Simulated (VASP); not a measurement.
# TiRu4 (P2_1/m) in VASP: single point with PBE

Aim: the single point of TiRu4 with PBE.

All numbers are computed with VASP 6.6.1; they aren't measurements. Logs are shortened: lines on timing, memory, paths and dates and some standing lists are left out, and cuts for length are marked.

### Step 1. The cell of the first run

It takes space group P2_1/m (No. 11, monoclinic). The conventional cell has a = 4.772 Å, b = 4.349 Å, c = 7.228 Å, α = 90.00°, β = 108.74°, γ = 90.00°. Ti (site symmetry m) has 12 Ru at 2.67 to 2.81 Å within 3.5 Å. Within 3.5 Å of Ru (site symmetry m) lie 9 Ru at 2.67 to 2.76 Å and 3 Ti at 2.72 to 2.75 Å. Ru (site symmetry m) has 8 Ru at 2.65 to 2.83 Å and 4 Ti at 2.71 to 2.81 Å within 3.5 Å. Ru (site symmetry m) has 9 Ru at 2.66 to 2.83 Å and 3 Ti at 2.67 to 2.78 Å within 3.5 Å. Ru (site symmetry m) has 10 Ru at 2.66 to 2.80 Å and 2 Ti at 2.73 to 2.80 Å within 3.5 Å.

### Step 2. Single point, PBE

The input, INCAR:

```
SYSTEM = TiRu4
ALGO = Fast
EDIFF = 1E-6
ENCUT = 520
GGA = PE
ISIF = 2
ISMEAR = 0
LASPH = .TRUE.
LCHARG = .FALSE.
LREAL = .FALSE.
LWAVE = .FALSE.
NBANDS = 79
NELM = 60
PREC = Accurate
SIGMA = 0.2
```

The input, KPOINTS:

```
k-points
0
G
  6 6 4
  0 0 0
```

The input, POSCAR:

```
TiRu4
1.0
    0.0000000000      4.3493394644      0.0000000000
   -4.7715603382      0.0000000000      0.0057506282
    2.3306022585      0.0000000000      6.8417384555
Ti Ru
2 8
Direct
    0.7500000000      0.9500758534      0.1990226170
    0.2500000000      0.0499241466      0.8009773830
    0.2500000000      0.8625353992      0.3991355150
    0.7500000000      0.1374646008      0.6008644850
    0.2500000000      0.6602869095      0.0055295896
    0.7500000000      0.7228415944      0.7930521071
    0.2500000000      0.4584143233      0.5960356540
    0.2500000000      0.2771584056      0.2069478929
    0.7500000000      0.5415856767      0.4039643460
    0.7500000000      0.3397130905      0.9944704104
```

Potentials or basis: VASP PAW PBE potentials, release 64 (Ti_sv, Ru_pv).

Launch:

```bash
$ cat potpaw_PBE.64/Ti_sv/POTCAR potpaw_PBE.64/Ru_pv/POTCAR > POTCAR
$ mpirun -np 1 vasp_std > vasp.out
```

OUTCAR:

```text
SYSTEM = TiRu4
   EDIFF = 1E-6
   ENCUT = 520
   GGA = PE
   ISIF = 2
   ISMEAR = 0
   LASPH = .TRUE.
   LREAL = .FALSE.
   NELM = 60
   PREC = Accurate

 ion  position               nearest neighbor table
   1  0.750  0.950  0.199-   8 2.67   8 2.67   5 2.71   5 2.71   3 2.72   3 2.72  10 2.72   9 2.73
                             4 2.75   6 2.78   9 2.80  10 2.81
   2  0.250  0.050  0.801-   6 2.67   6 2.67  10 2.71  10 2.71   4 2.72   4 2.72   5 2.72   7 2.73
                             3 2.75   8 2.78   7 2.80   5 2.81
   3  0.250  0.863  0.399-   9 2.67   9 2.67   8 2.69   5 2.69   4 2.71   4 2.71   1 2.72   1 2.72
                             7 2.74   7 2.74   2 2.75   8 2.76
   4  0.750  0.137  0.601-   7 2.67   7 2.67   6 2.69  10 2.69   3 2.71   3 2.71   2 2.72   2 2.72
                             9 2.74   9 2.74   1 2.75   6 2.76
   5  0.250  0.660  0.006-  10 2.65  10 2.65   8 2.68   3 2.69   1 2.71   1 2.71   2 2.72   6 2.73
                             6 2.73   7 2.80   2 2.81   8 2.83
   6  0.750  0.723  0.793-   9 2.66   2 2.67   2 2.67  10 2.68   7 2.68   7 2.68   4 2.69   5 2.73
                             5 2.73   4 2.76   1 2.78  10 2.83
   7  0.250  0.458  0.596-   8 2.66   4 2.67   4 2.67   9 2.68   9 2.68   6 2.68   6 2.68   2 2.73
                             3 2.74   3 2.74   2 2.80   5 2.80
   8  0.250  0.277  0.207-   7 2.66   1 2.67   1 2.67   5 2.68   9 2.68   9 2.68   3 2.69  10 2.73
                            10 2.73   3 2.76   2 2.78   5 2.83
   9  0.750  0.542  0.404-   6 2.66   3 2.67   3 2.67   7 2.68   7 2.68   8 2.68   8 2.68   1 2.73
                             4 2.74   4 2.74   1 2.80  10 2.80
  10  0.750  0.340  0.994-   5 2.65   5 2.65   6 2.68   4 2.69   2 2.71   2 2.71   1 2.72   8 2.73
                             8 2.73   9 2.80   1 2.81   6 2.83

  LATTYP: Found a simple monoclinic cell.
 ALAT       =     4.7715638035
 B/A-ratio  =     0.9115123770
 C/A-ratio  =     1.5147654392
 COS(beta)  =    -0.3213086982

  Lattice vectors:

 A1 = (  -4.7715603382,   0.0000000000,   0.0057506282)
 A2 = (   0.0000000000,  -4.3493394644,   0.0000000000)
 A3 = (   2.3306022585,   0.0000000000,   6.8417384555)

Analysis of symmetry for initial positions (statically):
=====================================================================
 Subroutine PRICEL returns:
 Original cell was already a primitive cell.

 Routine SETGRP: Setting up the symmetry group for a
 simple monoclinic supercell.

 Subroutine GETGRP returns: Found  4 space group operations
 (whereof  2 operations were pure point group operations)
 out of a pool of  4 trial point group operations.

The static configuration has the point symmetry S_2 .
 The point group associated with its full space group is C_2h.

Analysis of symmetry for dynamics (positions and initial velocities):
=====================================================================
 Subroutine PRICEL returns:
 Original cell was already a primitive cell.

 Routine SETGRP: Setting up the symmetry group for a
 simple monoclinic supercell.

 Subroutine GETGRP returns: Found  4 space group operations
 (whereof  2 operations were pure point group operations)
 out of a pool of  4 trial point group operations.

The dynamic configuration has the point symmetry S_2 .
 The point group associated with its full space group is C_2h.

 Subroutine INISYM returns: Found  4 space group operations
 (whereof  2 operations are pure point group operations),
 and found     1 'primitive' translations

----------------------------------------------------------------------------------------

                                     Primitive cell

  volume of cell :     142.0458

  direct lattice vectors                    reciprocal lattice vectors
     0.000000000  4.349339464  0.000000000     0.000000000  0.229919970  0.000000000
    -4.771560338  0.000000000  0.005750628    -0.209489047  0.000000000  0.071361343
     2.330602258  0.000000000  6.841738455     0.000176080  0.000000000  0.146101701

  length of vectors
     4.349339464  4.771563803  7.227799941     0.229919970  0.221309968  0.146101807

  position of ions in fractional coordinates (direct lattice)
     0.750000000  0.950075853  0.199022617
     0.250000000  0.049924147  0.800977383
     0.250000000  0.862535399  0.399135515
     0.750000000  0.137464601  0.600864485
     0.250000000  0.660286910  0.005529590
     0.750000000  0.722841594  0.793052107
     0.250000000  0.458414323  0.596035654
     0.250000000  0.277158406  0.206947893
     0.750000000  0.541585677  0.403964346
     0.750000000  0.339713090  0.994470410

  ion indices of the primitive-cell ions
   primitive index   ion index
                 1           1
                 2           2
                 3           3
                 4           4
                 5           5
                 6           6
                 7           7
                 8           8
                 9           9
                10          10

----------------------------------------------------------------------------------------

 KPOINTS: k-points

Automatic generation of k-mesh.
 Grid dimensions read from file:
 generate k-points for:    6    6    4

 Generating k-lattice:

  Cartesian coordinates                     Fractional coordinates (reciprocal lattice)
     0.000000000  0.038319995  0.000000000     0.166666667  0.000000000  0.000000000
    -0.034914841  0.000000000  0.011893557     0.000000000  0.166666667 -0.000000000
     0.000044020  0.000000000  0.036525425     0.000000000  0.000000000  0.250000000

  Length of vectors
     0.038319995  0.036884995  0.036525452

  Shift w.r.t. Gamma in fractional coordinates (k-lattice)
     0.000000000  0.000000000  0.000000000

 Subroutine IBZKPT returns following result:
 ===========================================

 Found     56 irreducible k-points:

 Following reciprocal coordinates:
            Coordinates               Weight
  0.000000  0.000000  0.000000      1.000000
  0.166667  0.000000  0.000000      2.000000
  0.333333  0.000000  0.000000      2.000000
  0.500000  0.000000  0.000000      1.000000
  0.000000  0.166667  0.000000      2.000000
  0.166667  0.166667  0.000000      4.000000
[... 16 lines left out ...]
  0.333333  0.166667  0.250000      4.000000
  0.500000  0.166667  0.250000      2.000000
 [... further k-points ...]
   k-points           NKPTS =     56   k-points in BZ     NKDIM =     56   number of bands    NBANDS=     79
   number of dos      NEDOS =    301   number of ions     NIONS =     10
   total plane-waves  NPLWV =  62208
   dimension x,y,z NGX =    32 NGY =   36 NGZ =   54
   dimension x,y,z NGXF=    64 NGYF=   72 NGZF=  108
   ions per type =               2   8
   NGX,Y,Z   is equivalent  to a cutoff of  12.23, 12.54, 12.42 a.u.
   NGXF,Y,Z  is equivalent  to a cutoff of  24.46, 25.09, 24.84 a.u.
 SYSTEM =  TiRu4
   PREC   = accura    normal or accurate (medium, high low for compatibility)
   ISTART =      0    job   : 0-new  1-cont  2-samecut
   ICHARG =      2    charge: 1-file 2-atom 10-const
   ISPIN  =      1    spin polarized calculation?
   LNONCOLLINEAR =      F non collinear calculations
   LSORBIT =      F    spin-orbit coupling
   LASPH  =      T    aspherical Exc in radial PAW
   ENCUT  =  520.0 eV  38.22 Ry    6.18 a.u.   8.09  8.87 13.44*2*pi/ulx,y,z
   NELM   =     60;   NELMIN=  2; NELMDL= -5     # of ELM steps
   EDIFF  = 0.1E-05   stopping-criterion for ELM
   LREAL  =      F    real-space projection
   EDIFFG = 0.1E-04   stopping-criterion for IOM
   NSW    =      0    number of steps for IOM
   IBRION =     -1    ionic relax: 0-MD 1-quasi-New 2-CG
   NFREE  =      0    steps in history (QN), initial steepest desc. (CG)
   ISIF   =      2    stress and relaxation
   ISYM   =      2    0-nonsym 1-usesym 2-fastsym
   POTIM  = 0.5000    time-step for ionic-motion
   TEBEG  =    0.0;   TEEND  =   0.0 temperature during run
   PSTRESS=    0.0 pullay stress
   NELECT =     136.0000    total number of electrons
   NUPDOWN=      -1.0000    fix difference up-down
   EMIN   =  10.00;   EMAX   =-10.00  energy-range for DOS
   EFERMI =   0.00;   METHOD = LEGACY
   ISMEAR =     0;   SIGMA  =   0.20  broadening in eV -4-tet -1-fermi 0-gaus
   EFERMI_NEDOS =   21; number of points for ismear=-14 and -15
   IALGO  =     68    algorithm
   IMIX   =      4    mixing-type and parameters
     AMIX     =   0.40;   BMIX     =  1.00
     AMIX_MAG =   1.60;   BMIX_MAG =  1.00
  volume/ion in A,a.u.               =      14.20        95.86
  Fermi-wavevector in a.u.,A,eV,Ry     =   1.613535  3.049139 35.422691  2.603494
  Thomas-Fermi vector in A             =   2.708589
   LORBIT       =      0    0 simple, 1 ext, 2 COOP (PROOUT), +10 PAW based schemes
   GGA     = PE    functional components
   LHFCALC =     F    Hartree Fock is set to
   AEXX    =    0.0000 exact exchange contribution
   IVDW    =     0    specifies the selected vdW correction
   LEPSILON=     F    determine dielectric tensor
   LRPA    =     F    only Hartree local field effects (RPA)
 non-spin polarized calculation
 RMM-DIIS sequential band-by-band and
 Gauss-broadening in eV      SIGMA  =   0.20
  energy-cutoff  :      520.00
  volume of cell :      142.05
 maximum number of plane-waves:      3844
   NGX = 17   NGY = 17   NGZ = 27

 number of electron     136.0000030 magnetization

 Free energy of the ion-electron system (eV)
  ---------------------------------------------------
  ext. energy  EPLUGINS =         0.00000000
  ---------------------------------------------------
  free energy    TOTEN  =       -91.06167714 eV

  energy without entropy =      -90.80072405  energy(sigma->0) =      -90.93120060

 E-fermi :  11.5961     XC(G=0): -13.5567

 val. band max:       11.5876815984   @ k =   0.1667   0.3333   0.5000
 cond. band min:      11.5979091074   @ k =   0.1667   0.3333   0.2500
 fundamental gap:      0.0102275090
 Fermi energy:        11.5960578054

 k-point     1 :       0.0000    0.0000    0.0000
  band No.  band energies     occupation
      1     -45.0151      2.00000
      2     -45.0146      2.00000
      3     -31.5250      2.00000
      4     -31.3582      2.00000
      5     -31.2863      2.00000
      6     -31.2603      2.00000
[... 71 lines left out ...]
     78      13.4266      0.00000
     79      14.1212      0.00000

 k-point     2 :       0.1667    0.0000    0.0000
  band No.  band energies     occupation
      1     -45.0152      2.00000
      2     -45.0147      2.00000
      3     -31.4998      2.00000
      4     -31.3692      2.00000
      5     -31.3521      2.00000
      6     -31.3015      2.00000
[... 71 lines left out ...]
     78      13.6302      0.00000
     79      13.7457      0.00000
[... 1720 lines left out ...]
     78      13.4503      0.00000
     79      13.7726      0.00000

 k-point    24 :       0.5000    0.1667    0.2500
  band No.  band energies     occupation
      1     -45.0154      2.00000
      2     -45.0154      2.00000
      3     -31.4814      2.00000
      4     -31.4814      2.00000
      5     -31.3544      2.00000
      6     -31.3544      2.00000
[... 71 lines left out ...]
     78      13.2926      0.00000
     79      13.8267      0.00000

 [... further k-points ...]
[... 5 lines left out ...]
  --------------------------------------------------------------------------------------
  -------------------------------------------------------------------------------------
  Total        0.1290623     -0.1696560      0.1670043      0.0000000      0.0000000      0.2224536
  in kB        1.4557323     -1.9136011      1.8836920      0.0000000      0.0000000      2.5091213
  external PRESSURE =       0.4752744 kB  Pullay stress =       0.0000000 kB

 VOLUME and BASIS-vectors are now :
 -----------------------------------------------------------------------------
  energy-cutoff  :      520.00
  volume of cell :      142.05
      direct lattice vectors                 reciprocal lattice vectors
     0.000000000  4.349339464  0.000000000     0.000000000  0.229919970  0.000000000
    -4.771560338  0.000000000  0.005750628    -0.209489047  0.000000000  0.071361343
     2.330602258  0.000000000  6.841738455     0.000176080  0.000000000  0.146101701

 POSITION                                       TOTAL-FORCE (eV/Angst)
 -----------------------------------------------------------------------------------
     -4.06950      3.26200      1.36712         0.035146     -0.000000     -0.001700
      1.62854      1.08733      5.48036        -0.035146     -0.000000      0.001700
     -3.18541      1.08733      2.73574        -0.021282     -0.000000     -0.041657
      0.74446      3.26200      4.11175         0.021282     -0.000000      0.041657
     -3.13771      1.08733      0.04163        -0.019693      0.000000     -0.018330
     -1.60079      3.26200      5.43001         0.021977     -0.000000      0.033153
     -0.79823      1.08733      4.08056         0.026403     -0.000000     -0.042323
     -0.84016      1.08733      1.41748        -0.021977     -0.000000     -0.033153
     -1.64273      3.26200      2.76693        -0.026403     -0.000000      0.042323
      0.69675      3.26200      6.80586         0.019693     -0.000000      0.018330
 -----------------------------------------------------------------------------------
    total drift:                               -0.000000     -0.000000     -0.000000

  FREE ENERGIE OF THE ION-ELECTRON SYSTEM (eV)
  ---------------------------------------------------
  free  energy   TOTEN  =       -91.0616771439 eV

  energy  without entropy=      -90.8007240543  energy(sigma->0) =      -90.93120060
```

Run time: 20 min. Hardware: 1 thread of Intel Xeon Platinum 8259CL at 2.50GHz (Skylake/Cascade Lake), shared host; peak memory 0.55 GiB.

Results:

* Free energy: -91.0617 eV
* Pressure: 0.0 GPa
* Largest force: 0.050 eV/Å
* Band gap on the k mesh: zero (bands 68 and 69 overlap by 0.55 eV)

Forces on the atoms (eV/Å):
```
Ti   0.035  0.000 -0.002
Ti  -0.035  0.000  0.002
Ru  -0.021  0.000 -0.042
Ru   0.021  0.000  0.042
Ru  -0.020  0.000 -0.018
Ru   0.022  0.000  0.033
Ru   0.026  0.000 -0.042
Ru  -0.022  0.000 -0.033
Ru  -0.026  0.000  0.042
Ru   0.020  0.000  0.018
```

Levels at points of the mesh, in eV from the Fermi level:
| k point | band 65 | band 66 | band 67 | band 68 | band 69 | band 70 | band 71 | band 72 |
| --- | --- | --- | --- | --- | --- | --- | --- | --- |
| (0.00, 0.00, 0.00) | -0.62 | -0.57 | -0.55 | -0.35 | 0.04 | 0.45 | 0.76 | 1.29 |
| (0.50, 0.00, 0.00) | -0.73 | -0.73 | -0.38 | -0.38 | -0.09 | -0.09 | 0.59 | 0.59 |
| (0.00, 0.50, 0.00) | -0.47 | -0.40 | -0.29 | -0.19 | -0.03 | 0.34 | 0.43 | 0.67 |
| (0.50, 0.50, 0.00) | -0.30 | -0.30 | 0.08 | 0.08 | 0.31 | 0.31 | 0.99 | 0.99 |
| (0.00, 0.00, 0.50) | -0.66 | -0.57 | -0.38 | -0.27 | -0.23 | -0.16 | -0.15 | 0.55 |
| (0.50, 0.00, 0.50) | -0.38 | -0.38 | -0.14 | -0.14 | -0.06 | -0.06 | 0.83 | 0.83 |
| (0.00, 0.50, 0.50) | -0.71 | -0.28 | -0.02 | 0.08 | 0.09 | 0.28 | 0.41 | 0.48 |
| (0.50, 0.50, 0.50) | -0.28 | -0.28 | -0.03 | -0.03 | 0.11 | 0.11 | 0.96 | 0.96 |
